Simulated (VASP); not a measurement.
# Hf2Ge3Ru (P4/mmm) in VASP: single point with PBE

Aim: the single point of Hf2Ge3Ru with PBE.

Program: VASP 6.6.1. These are calculated values, not measurements. Logs are shortened: lines on timing, memory, paths and dates and some standing lists are left out, and cuts for length are marked.

### 1 The cell of the first run

The structure is tetragonal, space group P4/mmm (No. 123). Conventional cell: a = 3.076 Å, b = 3.076 Å, c = 10.753 Å, α = 90.00°, β = 90.00°, γ = 90.00°. Within 3.8 Å of Hf (site symmetry 4mm) lie 8 Ge at 2.89 to 2.95 Å and 4 Hf at 3.08 Å and 1 Ru at 3.38 Å. Within 3.5 Å of Ge (site symmetry 4mm) lie 4 Ru at 2.63 Å and 4 Hf at 2.89 Å and 5 Ge at 2.96 to 3.08 Å. Within 3.9 Å of Ge (site symmetry 4/mmm) lie 8 Hf at 2.95 Å and 6 Ge at 3.08 to 3.90 Å. Ru (site symmetry 4/mmm) has 8 Ge at 2.63 Å and 4 Ru at 3.08 Å and 2 Hf at 3.38 Å within 3.5 Å.

### 2 Single point, PBE, collinear spin, ferromagnetic start

The input, INCAR:

```
ALGO = Normal
EDIFF = 1E-6
ENCUT = 520
GGA = PE
ISIF = 2
ISMEAR = 0
ISPIN = 2
LASPH = T
LCHARG = F
LMAXMIX = 4
LORBIT = 11
LREAL = F
LWAVE = F
MAGMOM = 0 0 0 0 0 1
NBANDS = 51
NELM = 150
PREC = Accurate
SIGMA = 0.1
```

The input, KPOINTS:

```
k-points
0
Gamma
  6 6 2
```

The input, POSCAR:

```
Hf2Ge3Ru
1.0
    3.0760421440      0.0000000000      0.0000000000
    0.0000000000      3.0760421440      0.0000000000
    0.0000000000      0.0000000000     10.7527670595
Hf Ge Ru
2 3 1
Direct
    0.0000000000      0.0000000000      0.3143090022
    0.0000000000      0.0000000000      0.6856909978
    0.5000000000      0.5000000000      0.1374590957
    0.5000000000      0.5000000000      0.5000000000
    0.5000000000      0.5000000000      0.8625409043
    0.0000000000      0.0000000000      0.0000000000
```

Potentials or basis: VASP PAW PBE potentials, release 64 (Hf_pv, Ge_d, Ru_pv).

On the command line:

```bash
$ cat potpaw_PBE.64/Hf_pv/POTCAR potpaw_PBE.64/Ge_d/POTCAR potpaw_PBE.64/Ru_pv/POTCAR > POTCAR
$ mpirun -np 1 vasp_std > vasp.out
```

OUTCAR:

```text
EDIFF = 1E-6
   ENCUT = 520
   GGA = PE
   ISIF = 2
   ISMEAR = 0
   ISPIN = 2
   LASPH = T
   LORBIT = 11
   LREAL = F
   NELM = 150
   PREC = Accurate

 ion  position               nearest neighbor table
   1  0.000  0.000  0.314-   3 2.89   3 2.89   3 2.89   3 2.89   4 2.95   4 2.95   4 2.95   4 2.95
                             6 3.38
   2  0.000  0.000  0.686-   5 2.89   5 2.89   5 2.89   5 2.89   4 2.95   4 2.95   4 2.95   4 2.95
                             6 3.38
   3  0.500  0.500  0.137-   6 2.63   6 2.63   6 2.63   6 2.63   1 2.89   1 2.89   1 2.89   1 2.89

   4  0.500  0.500  0.500-   1 2.95   2 2.95   1 2.95   2 2.95   1 2.95   2 2.95   1 2.95   2 2.95

   5  0.500  0.500  0.863-   6 2.63   6 2.63   6 2.63   6 2.63   2 2.89   2 2.89   2 2.89   2 2.89

   6  0.000  0.000  0.000-   3 2.63   5 2.63   3 2.63   5 2.63   3 2.63   5 2.63   3 2.63   5 2.63
                             1 3.38   2 3.38

  LATTYP: Found a simple tetragonal cell.
 ALAT       =     3.0760421440
 C/A-ratio  =     3.4956501102

  Lattice vectors:

 A1 = (   3.0760421440,   0.0000000000,   0.0000000000)
 A2 = (   0.0000000000,   3.0760421440,   0.0000000000)
 A3 = (   0.0000000000,   0.0000000000,  10.7527670595)

Analysis of symmetry for initial positions (statically):
=====================================================================
 Subroutine PRICEL returns:
 Original cell was already a primitive cell.

 Routine SETGRP: Setting up the symmetry group for a
 simple tetragonal supercell.

 Subroutine GETGRP returns: Found 16 space group operations
 (whereof 16 operations were pure point group operations)
 out of a pool of 16 trial point group operations.

The static configuration has the point symmetry D_4h.

Analysis of symmetry for dynamics (positions and initial velocities):
=====================================================================
 Subroutine PRICEL returns:
 Original cell was already a primitive cell.

 Routine SETGRP: Setting up the symmetry group for a
 simple tetragonal supercell.

 Subroutine GETGRP returns: Found 16 space group operations
 (whereof 16 operations were pure point group operations)
 out of a pool of 16 trial point group operations.

The dynamic configuration has the point symmetry D_4h.

Analysis of structural, dynamic, and magnetic symmetry:
=====================================================================
 Subroutine PRICEL returns:
 Original cell was already a primitive cell.

 Routine SETGRP: Setting up the symmetry group for a
 simple tetragonal supercell.

 Subroutine GETGRP returns: Found 16 space group operations
 (whereof 16 operations were pure point group operations)
 out of a pool of 16 trial point group operations.

The overall configuration has the point symmetry D_4h.

 Subroutine INISYM returns: Found 16 space group operations
 (whereof 16 operations are pure point group operations),
 and found     1 'primitive' translations

----------------------------------------------------------------------------------------

                                     Primitive cell

  volume of cell :     101.7431

  direct lattice vectors                    reciprocal lattice vectors
     3.076042144  0.000000000  0.000000000     0.325093075  0.000000000  0.000000000
     0.000000000  3.076042144  0.000000000     0.000000000  0.325093075  0.000000000
     0.000000000  0.000000000 10.752767060     0.000000000  0.000000000  0.092999318

  length of vectors
     3.076042144  3.076042144 10.752767060     0.325093075  0.325093075  0.092999318

  position of ions in fractional coordinates (direct lattice)
     0.000000000  0.000000000  0.314309002
     0.000000000  0.000000000  0.685690998
     0.500000000  0.500000000  0.137459096
     0.500000000  0.500000000  0.500000000
     0.500000000  0.500000000  0.862540904
     0.000000000  0.000000000  0.000000000

  ion indices of the primitive-cell ions
   primitive index   ion index
                 1           1
                 2           2
                 3           3
                 4           4
                 5           5
                 6           6

----------------------------------------------------------------------------------------

 KPOINTS: k-points

Automatic generation of k-mesh.
 Grid dimensions read from file:
 generate k-points for:    6    6    2

 Generating k-lattice:

  Cartesian coordinates                     Fractional coordinates (reciprocal lattice)
     0.054182179  0.000000000  0.000000000     0.166666667  0.000000000  0.000000000
     0.000000000  0.054182179  0.000000000     0.000000000  0.166666667  0.000000000
     0.000000000  0.000000000  0.046499659     0.000000000  0.000000000  0.500000000

  Length of vectors
     0.054182179  0.054182179  0.046499659

  Shift w.r.t. Gamma in fractional coordinates (k-lattice)
     0.000000000  0.000000000  0.000000000

 Subroutine IBZKPT returns following result:
 ===========================================

 Found     20 irreducible k-points:

 Following reciprocal coordinates:
            Coordinates               Weight
  0.000000  0.000000  0.000000      1.000000
  0.166667  0.000000  0.000000      4.000000
  0.333333  0.000000  0.000000      4.000000
  0.500000  0.000000  0.000000      2.000000
  0.166667  0.166667  0.000000      4.000000
  0.333333  0.166667  0.000000      8.000000
[... 12 lines left out ...]
  0.500000  0.333333  0.500000      4.000000
  0.500000  0.500000  0.500000      1.000000
   k-points           NKPTS =     20   k-points in BZ     NKDIM =     20   number of bands    NBANDS=     51
   number of dos      NEDOS =    301   number of ions     NIONS =      6
   total plane-waves  NPLWV =  46080
   dimension x,y,z NGX =    24 NGY =   24 NGZ =   80
   dimension x,y,z NGXF=    48 NGYF=   48 NGZF=  160
   ions per type =               2   3   1
   NGX,Y,Z   is equivalent  to a cutoff of  12.97, 12.97, 12.37 a.u.
   NGXF,Y,Z  is equivalent  to a cutoff of  25.94, 25.94, 24.74 a.u.
 SYSTEM =  unknown system
   PREC   = accura    normal or accurate (medium, high low for compatibility)
   ISTART =      0    job   : 0-new  1-cont  2-samecut
   ICHARG =      2    charge: 1-file 2-atom 10-const
   ISPIN  =      2    spin polarized calculation?
   LNONCOLLINEAR =      F non collinear calculations
   LSORBIT =      F    spin-orbit coupling
   LASPH  =      T    aspherical Exc in radial PAW
   ENCUT  =  520.0 eV  38.22 Ry    6.18 a.u.   5.72  5.72 19.99*2*pi/ulx,y,z
   NELM   =    150;   NELMIN=  2; NELMDL= -5     # of ELM steps
   EDIFF  = 0.1E-05   stopping-criterion for ELM
   LREAL  =      F    real-space projection
   EDIFFG = 0.1E-04   stopping-criterion for IOM
   NSW    =      0    number of steps for IOM
   IBRION =     -1    ionic relax: 0-MD 1-quasi-New 2-CG
   NFREE  =      0    steps in history (QN), initial steepest desc. (CG)
   ISIF   =      2    stress and relaxation
   ISYM   =      2    0-nonsym 1-usesym 2-fastsym
   POTIM  = 0.5000    time-step for ionic-motion
   TEBEG  =    0.0;   TEEND  =   0.0 temperature during run
   PSTRESS=    0.0 pullay stress
   NELECT =      76.0000    total number of electrons
   NUPDOWN=      -1.0000    fix difference up-down
   EMIN   =  10.00;   EMAX   =-10.00  energy-range for DOS
   EFERMI =   0.00;   METHOD = LEGACY
   ISMEAR =     0;   SIGMA  =   0.10  broadening in eV -4-tet -1-fermi 0-gaus
   EFERMI_NEDOS =   21; number of points for ismear=-14 and -15
   IALGO  =     38    algorithm
   IMIX   =      4    mixing-type and parameters
     AMIX     =   0.40;   BMIX     =  1.00
     AMIX_MAG =   1.60;   BMIX_MAG =  1.00
  volume/ion in A,a.u.               =      16.96       114.43
  Fermi-wavevector in a.u.,A,eV,Ry     =   1.485403  2.807006 30.020213  2.206423
  Thomas-Fermi vector in A             =   2.598819
   LORBIT       =     11    0 simple, 1 ext, 2 COOP (PROOUT), +10 PAW based schemes
   GGA     = PE    functional components
   LHFCALC =     F    Hartree Fock is set to
   AEXX    =    0.0000 exact exchange contribution
   IVDW    =     0    specifies the selected vdW correction
   LEPSILON=     F    determine dielectric tensor
   LRPA    =     F    only Hartree local field effects (RPA)
 spin polarized calculation
 Gauss-broadening in eV      SIGMA  =   0.10
  energy-cutoff  :      520.00
  volume of cell :      101.74
 maximum number of plane-waves:      2760
 NGX is ok and might be reduce to    24
   NGX = 11   NGY = 11   NGZ = 39

 number of electron      76.0000003 magnetization       0.0001558

 number of electron      76.0000003 magnetization      -0.0001123

 Free energy of the ion-electron system (eV)
  ---------------------------------------------------
  ext. energy  EPLUGINS =         0.00000000
  ---------------------------------------------------
  free energy    TOTEN  =       -44.73556404 eV

  energy without entropy =      -44.71561196  energy(sigma->0) =      -44.72558800

 E-fermi :   8.0706     XC(G=0): -12.2630

 val. band max:        8.0509163290   @ k =   0.1667   0.1667   0.5000
 cond. band min:       8.0968701849   @ k =   0.3333   0.3333   0.0000
 fundamental gap:      0.0459538558
 Fermi energy:         8.0705672240

 spin component 1

 k-point     1 :       0.0000    0.0000    0.0000
  band No.  band energies     occupation
      1     -34.5021      1.00000
      2     -34.4607      1.00000
      3     -34.4607      1.00000
      4     -22.8751      1.00000
      5     -22.8458      1.00000
      6     -22.3909      1.00000
[... 42 lines left out ...]
     49      15.1068      0.00000
     50      15.1163      0.00000

 k-point     2 :       0.1667    0.0000    0.0000
  band No.  band energies     occupation
      1     -34.4998      1.00000
      2     -34.4979      1.00000
      3     -34.4573      1.00000
      4     -22.8558      1.00000
      5     -22.8287      1.00000
      6     -22.5426      1.00000
[... 946 lines left out ...]
 k-point    20 :       0.5000    0.5000    0.5000
  band No.  band energies     occupation
      1     -34.5966      1.00000
      2     -34.5966      1.00000
      3     -34.4697      1.00000
      4     -22.8924      1.00000
      5     -22.8924      1.00000
      6     -22.8914      1.00000
[... 42 lines left out ...]
     49      13.9454      0.00000
     50      14.6887      0.00000
 Fermi energy:         8.0705672240

 spin component 2

 k-point     1 :       0.0000    0.0000    0.0000
  band No.  band energies     occupation
      1     -34.5020      1.00000
      2     -34.4606      1.00000
      3     -34.4606      1.00000
      4     -22.8752      1.00000
      5     -22.8458      1.00000
      6     -22.3909      1.00000
[... 42 lines left out ...]
     49      15.1068      0.00000
     50      15.1240      0.00000

 k-point     2 :       0.1667    0.0000    0.0000
  band No.  band energies     occupation
      1     -34.4997      1.00000
      2     -34.4977      1.00000
      3     -34.4571      1.00000
      4     -22.8559      1.00000
      5     -22.8287      1.00000
      6     -22.5426      1.00000
[... 946 lines left out ...]
 k-point    20 :       0.5000    0.5000    0.5000
  band No.  band energies     occupation
      1     -34.5964      1.00000
      2     -34.5964      1.00000
      3     -34.4695      1.00000
      4     -22.8924      1.00000
      5     -22.8924      1.00000
      6     -22.8915      1.00000
[... 42 lines left out ...]
     49      13.9454      0.00000
     50      14.6743      0.00000
 [bands above 50 left out]

------------------------ aborting loop because EDIFF is reached ----------------------------------------

  FORCE on cell =-STRESS in cart. coord.  units (eV):
  Direction    XX          YY          ZZ          XY          YZ          ZX
  --------------------------------------------------------------------------------------
  -------------------------------------------------------------------------------------
  Total       -0.1177164     -0.1177164      0.0002922      0.0000000      0.0000000     -0.0000000
  in kB       -1.8537142     -1.8537142      0.0046018      0.0000000      0.0000000     -0.0000000
  external PRESSURE =      -1.2342755 kB  Pullay stress =       0.0000000 kB

 VOLUME and BASIS-vectors are now :
 -----------------------------------------------------------------------------
  energy-cutoff  :      520.00
  volume of cell :      101.74
      direct lattice vectors                 reciprocal lattice vectors
     3.076042144  0.000000000  0.000000000     0.325093075  0.000000000  0.000000000
     0.000000000  3.076042144  0.000000000     0.000000000  0.325093075  0.000000000
     0.000000000  0.000000000 10.752767060     0.000000000  0.000000000  0.092999318

 POSITION                                       TOTAL-FORCE (eV/Angst)
 -----------------------------------------------------------------------------------
      0.00000      0.00000      3.37969        -0.000000      0.000000     -0.003017
      0.00000      0.00000      7.37308        -0.000000      0.000000      0.003017
      1.53802      1.53802      1.47807         0.000000     -0.000000      0.040928
      1.53802      1.53802      5.37638        -0.000000      0.000000      0.000000
      1.53802      1.53802      9.27470        -0.000000     -0.000000     -0.040928
      0.00000      0.00000      0.00000        -0.000000      0.000000      0.000000
 -----------------------------------------------------------------------------------
    total drift:                                0.000000     -0.000000      0.000000

  FREE ENERGIE OF THE ION-ELECTRON SYSTEM (eV)
  ---------------------------------------------------
  free  energy   TOTEN  =       -44.7355640417 eV

  energy  without entropy=      -44.7156119592  energy(sigma->0) =      -44.72558800

 total charge

# of ion       s       p       d       tot
------------------------------------------
    1        0.332   6.345   1.680   8.357
    2        0.332   6.345   1.680   8.357
    3        1.124   1.209  10.081  12.414
    4        1.144   1.195  10.025  12.364
    5        1.124   1.209  10.081  12.414
    6        0.287   6.225   6.177  12.689
--------------------------------------------------
tot          4.343  22.527  39.724  66.595

 magnetization (x)

# of ion       s       p       d       tot
------------------------------------------
    1       -0.000  -0.000  -0.000  -0.000
    2       -0.000  -0.000  -0.000  -0.000
    3        0.000   0.000   0.000   0.000
    4       -0.000  -0.000  -0.000  -0.000
    5        0.000   0.000   0.000   0.000
    6        0.000  -0.000   0.000   0.000
--------------------------------------------------
tot         -0.000  -0.000  -0.000  -0.000
```

Run time: 2.8 min. Hardware: 1 thread of AMD EPYC 7R13 (Zen 3), shared host; peak memory 0.31 GiB.

What came out:

```yaml
Free_energy: -44.7356 eV
Pressure: -0.1 GPa
Largest_force: 0.041 eV/Å
Band_gap_on_the_k_mesh: zero (filled and empty bands overlap)
Net_moment: 0.00 μB per cell
Valence_electrons_inside_the_program's_atomic_spheres: Hf 8.36; Ge 12.41, 12.36; Ru 12.69
```

Forces on the atoms (eV/Å):
```
Hf   0.000  0.000 -0.003
Hf   0.000  0.000  0.003
Ge   0.000  0.000  0.041
Ge   0.000  0.000  0.000
Ge   0.000  0.000 -0.041
Ru   0.000  0.000  0.000
```

Levels at points of the mesh, in eV from the Fermi level:
Spin up:
```tsv
k point	band 36	band 37	band 38	band 39	band 40	band 41
(0.00, 0.00, 0.00)	-0.65	-0.20	0.87	0.97	0.97	1.86
(0.50, 0.00, 0.00)	-1.29	-1.18	-1.14	0.78	1.43	1.76
(0.50, 0.50, 0.00)	-2.36	-0.44	-0.44	0.25	0.54	0.89
(0.00, 0.00, 0.50)	-0.79	-0.65	1.38	1.38	1.41	1.60
(0.50, 0.00, 0.50)	-1.82	-1.18	-0.82	0.80	1.34	1.89
(0.50, 0.50, 0.50)	-0.61	-0.54	-0.08	0.47	0.47	0.54
```
Spin down:
```
           k point  band 34  band 35  band 36  band 37  band 38  band 39  band 40  band 41  band 42  band 43
(0.00, 0.00, 0.00)    -1.44    -1.33    -0.65    -0.20     0.87     0.97     0.97     1.86     2.66     2.66
(0.50, 0.00, 0.00)    -2.63    -2.47    -1.29    -1.18    -1.14     0.78     1.43     1.76     3.22     3.27
(0.50, 0.50, 0.00)    -3.13    -2.52    -2.36    -0.44    -0.44     0.25     0.54     0.89     1.94     2.66
(0.00, 0.00, 0.50)    -1.46    -1.30    -0.79    -0.65     1.38     1.38     1.41     1.60     1.60     1.71
(0.50, 0.00, 0.50)    -2.64    -2.47    -1.82    -1.18    -0.82     0.80     1.34     1.89     3.16     3.28
(0.50, 0.50, 0.50)    -3.63    -2.22    -0.61    -0.54    -0.08     0.47     0.47     0.54     0.86     0.86
```

Caveat: spin-orbit coupling is left out, which moves the levels of the heavy elements.
